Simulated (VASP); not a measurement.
**AgCl: single point with PBE+U**

AgCl:

```
Ag Cl
1.0
     3.43397    0.00000    0.00000
     0.00000    3.43397    0.00000
     0.00000    0.00000    3.43397
Ag Cl
1 1
Direct
  0.00000 0.00000 0.00000
  0.50000 0.50000 0.50000
```

| Quantity | Value |
| --- | --- |
| Program | VASP 6.6.1 |
| Task | single point |
| Functional | PBE |
| Potentials or basis | VASP PAW PBE potentials, release 64 (Ag_sv_GW, Cl) |
| Cutoff | 630 eV |
| k mesh | 6 × 7 × 3 |
| Occupations | gaussian, width 0.1 eV |
| Spin | no spin polarisation |
| Hubbard terms | Ag d U = 7.7 eV, J = 0.4 eV |

```
Pressure               : 0.9 GPa
Band gap on the k mesh : 1.26 eV (least direct gap 2.32 eV)
```

Levels at points of the mesh, in eV from the valence-band top:
| k point | band 11 | band 12 | band 13 | band 14 | band 15 | band 16 |
| --- | --- | --- | --- | --- | --- | --- |
| (0.00, 0.00, 0.00) | -1.07 | -1.07 | -1.06 | 1.26 | 9.70 | 9.71 |
| (0.50, 0.00, 0.00) | -2.29 | -0.01 | 0.00 | 5.53 | 6.17 | 9.86 |

Eigenvalues of the final occupation matrices:
```tsv
site	spin	trace	eigenvalues
site 1 d	1	4.44	0.88 0.88 0.89 0.89 0.89
site 1 d	2	4.44	0.88 0.88 0.89 0.89 0.89
```

Wall time 56 s on 1 thread of AMD EPYC 7R43 64-Core Processor (Zen 3) (shared host), peak memory 0.19 GiB.

Caveat: the k points lie up to 0.61 Å⁻¹ apart. A k mesh can miss the band edges.
